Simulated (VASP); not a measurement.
Write the native input for VASP 6.6.1 that does the following.

* Task: single point
* Functional: PBE
* Potentials or basis: VASP PAW PBE potentials, release 64 (Cu, O)
* Cutoff: 520 eV
* k mesh: 8 × 8 × 4
* Occupations: gaussian, width 0.05 eV
* Spin: collinear spin, ferromagnetic start
* Starting moments: [1.0, 1.0, 0.0, 0.0] μB
* Hubbard terms: Cu d U = 4.0 eV
* Dipole correction: no
* Further INCAR settings: ALGO = Normal; EDIFF = 1e-06; NBANDS = 29

The structure of CuO (Tenorite) lies in POSCAR:

```
CuO
1.0
    2.3418500000     -1.7113000000      0.0000000000
    2.3418500000      1.7113000000      0.0000000000
   -0.8500274268      0.0000000000      5.0578693947
Cu O
2 2
Direct
    0.0000000000      0.5000000000      0.0000000000
    0.5000000000      0.0000000000      0.5000000000
    0.5816000000      0.4184000000      0.2500000000
    0.4184000000      0.5816000000      0.7500000000
```

These files were run (other wordings do the same):

INCAR

```
PREC = Accurate
ENCUT = 520
EDIFF = 1E-6
ISMEAR = 0
SIGMA = 0.05
LREAL = F
LASPH = T
NELM = 150
ALGO = Normal
ISIF = 2
LWAVE = F
LCHARG = F
ISPIN = 2
MAGMOM = 1 1 0 0
LORBIT = 11
LMAXMIX = 4
LDAU = T
LDAUTYPE = 2
LDAUL = 2 -1
LDAUU = 4 0
LDAUJ = 0 0
LDAUPRINT = 1
GGA = PE
NBANDS = 29
```

KPOINTS

```
regular mesh
0
Gamma
  8 8 4
```

Potentials or basis: VASP PAW PBE potentials, release 64 (Cu, O).

Run with:

```console
$ cat potpaw_PBE.64/Cu/POTCAR potpaw_PBE.64/O/POTCAR > POTCAR
$ mpirun -np 1 vasp_std > vasp.out
```

Results of the run:

The pressure is 4.9 GPa and the largest force is 0.054 eV/Å. The net moment is 2.00 μB per cell and the site moments are Cu +0.66; O +0.30 μB. The valence electrons inside the program's atomic spheres are Cu 9.91; O 5.00.

Run time: 71 s on 1 thread of Intel(R) Xeon(R) 6975P-C (Granite Rapids), on a shared host, peak memory 0.26 GiB.
